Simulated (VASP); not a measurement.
**ZnO: single point with PBE**

Crystal: ZnO.

```
Zn O
1.0
     0.00000    2.14012    2.14012
     2.14012    0.00000    2.14012
     2.14012    2.14012    0.00000
Zn O
1 1
Direct
  0.00000 0.00000 0.00000
  0.50000 0.50000 0.50000
```

```json
{
 "Program": "VASP 6.6.1",
 "Task": "single point",
 "Functional": "PBE",
 "Potentials or basis": "VASP PAW PBE potentials, release 64 (Zn, O_h)",
 "Cutoff": "1340 eV",
 "k mesh": "11 × 11 × 11",
 "Occupations": "fermi-dirac, width 0.05 eV",
 "Spin": "no spin polarisation"
}
```

```
Pressure               : 7.1 GPa
Band gap on the k mesh : 0.90 eV (least direct gap 2.24 eV)
```

Levels at points of the mesh, in eV from the valence-band top:
| k point | band 6 | band 7 | band 8 | band 9 | band 10 | band 11 | band 12 | band 13 |
| --- | --- | --- | --- | --- | --- | --- | --- | --- |
| (0.00, 0.00, 0.00) | -4.62 | -1.34 | -1.34 | -1.34 | 0.90 | 18.00 | 18.00 | 18.00 |

Wall time 33 s on 1 thread of Intel(R) Xeon(R) 6975P-C (Granite Rapids), with other jobs on the host, peak memory 0.24 GiB.

Caveat: the cell stands under pressure; an odd mesh through Γ misses points on the zone boundary, where band edges can lie.
